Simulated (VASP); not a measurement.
A run of VASP 6.6.1 is set up as follows.

The input INCAR:

```
  PREC = Accurate
  ENCUT = 600
  EDIFF = 1E-6
  ISMEAR = -1
  SIGMA = 0.05
  LREAL = F
  LASPH = T
  NELM = 120
  ALGO = Normal
  ISIF = 2
  LWAVE = F
  LCHARG = F
  GGA = LIBXC
  LIBXC1 = GGA_X_B88
  LIBXC2 = GGA_C_PBE
  NBANDS = 16
  GGA_COMPAT = F
```

The input KPOINTS:

```
Automatic mesh
0
Gamma
  10 10 5
```

The input POSCAR:

```
SiC
1.0
    3.0963714546      0.0000000000      0.0000000000
   -1.5481857273      2.6815363392      0.0000000000
    0.0000000000      0.0000000000      5.0814314379
Si C
2 2
Direct
    0.6666666667      0.3333333333      0.5000000000
    0.3333333333      0.6666666667      0.0000000000
    0.6666666667      0.3333333333      0.8850000000
    0.3333333333      0.6666666667      0.3850000000
```

Potentials or basis: VASP PAW PBE potentials, release 64 (Si, C).

Command:

```bash
$ cat potpaw_PBE.64/Si/POTCAR potpaw_PBE.64/C/POTCAR > POTCAR
$ mpirun -np 1 vasp_std > vasp.out
```

Task: What does it give for the largest force?

Result: 0.723 eV/Å.

Task: Estimate the band gap on the k mesh.

Result: 2.52 eV (least direct gap 4.04 eV).

Task: Predict the pressure.

Result: -0.7 GPa.

Stress tensor (GPa, compression positive):
```
 0.63  0.00  0.00
 0.00  0.63  0.00
 0.00  0.00 -3.34
```

Caveat: the PAW data sets were made with another functional, which shifts forces and pressure a little; an odd mesh through Γ misses points on the zone boundary, where band edges can lie.
